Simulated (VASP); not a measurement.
A run of VASP 6.6.1:

POSCAR

```
C
1.0
    2.4559134450      0.0000000000      0.0000000000
   -1.2279567225      2.1268834329      0.0000000000
    0.0000000000      0.0000000000      7.0106290262
C
4
Direct
    1.0000000000      1.0000000000      0.2500000000
    0.0000000000      0.0000000000      0.7500000000
    0.3333333333      0.6666666667      0.2500000000
    0.6666666667      0.3333333333      0.7500000000
```

Contents of INCAR.step1:

```
SYSTEM = C
PREC = Accurate ; ENCUT = 520
ISMEAR = -1 ; SIGMA = 0.05
LREAL = .FALSE. ; LASPH = .TRUE.
NELM = 100 ; NBANDS = 16
GGA = PE ; ALGO = Normal
EDIFF = 1E-4 ; LWAVE = .TRUE.
LCHARG = .FALSE.
```

File INCAR.step2:

```
SYSTEM = C
PREC = Accurate ; ENCUT = 520
EDIFF = 1E-7 ; ISMEAR = -1
SIGMA = 0.05 ; LREAL = .FALSE.
LASPH = .TRUE. ; NELM = 100
ALGO = Normal ; ISIF = 2
LWAVE = .FALSE. ; LCHARG = .FALSE.
METAGGA = R2SCAN ; LMIXTAU = .TRUE.
NBANDS = 16 ; ISTART = 1
```

KPOINTS

```
Automatic mesh
0
G
  7 7 2
  0 0 0
```

Potentials or basis: VASP PAW PBE potentials, release 64 (C).

The run is started by

```sh
$ cat potpaw_PBE.64/C/POTCAR > POTCAR
$ cp INCAR.step1 INCAR
$ mpirun -np 1 vasp_std > vasp.out
$ cp INCAR.step2 INCAR
$ mpirun -np 1 vasp_std > vasp.out
```

Hardware: 1 thread of Intel(R) Xeon(R) 6975P-C (Granite Rapids) (shared host).

Q: How long does it take, and how much memory?

A: Run time: 17 s on 1 thread of Intel(R) Xeon(R) 6975P-C (Granite Rapids), with other jobs on the host, peak memory 0.14 GiB. Counts: k points 16.
